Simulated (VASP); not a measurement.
Input of a VASP 6.6.1 run:

Contents of INCAR:

```
SYSTEM = BP2
PREC = Accurate
ENCUT = 520
EDIFF = 1E-7
ISMEAR = 0
SIGMA = 0.1
LREAL = .FALSE.
LASPH = .TRUE.
NELM = 100
ALGO = Normal
ISIF = 2
LWAVE = .FALSE.
LCHARG = .FALSE.
GGA = PE
NBANDS = 22
```

File KPOINTS:

```
regular mesh
0
G
  6 6 4
  0 0 0
```

File POSCAR:

```
BP2
1.0
    3.1133510650      0.0000000000      0.0000000000
    0.0000000000      3.1133510650      0.0000000000
    0.0000000000      0.0000000000      9.3403910727
B P
2 4
Direct
    0.0000000000      0.5000000000      0.5859553003
    0.5000000000      0.0000000000      0.4140446997
    0.5000000000      0.5000000000      0.0000000000
    0.0000000000      0.0000000000      0.0000000000
    0.5000000000      0.0000000000      0.6261048658
    0.0000000000      0.5000000000      0.3738951342
```

Potentials or basis: VASP PAW PBE potentials, release 64 (B, P).

Run with:

```bash
$ cat potpaw_PBE.64/B/POTCAR potpaw_PBE.64/P/POTCAR > POTCAR
$ mpirun -np 1 vasp_std > vasp.out
```

Question: What does it give for the band gap on the k mesh?

Answer: Zero (band 13 reaches 7.93 eV, above the bottom of band 14 at 4.38 eV).

Question: What does it give for the largest force?

Answer: 0.034 eV/Å.

Forces in eV/Å, atoms in the order of the input:
```
B    0.000  0.000  0.006
B    0.000  0.000 -0.006
P    0.000  0.000  0.000
P    0.000  0.000  0.000
P    0.000  0.000  0.034
P    0.000  0.000 -0.034
```
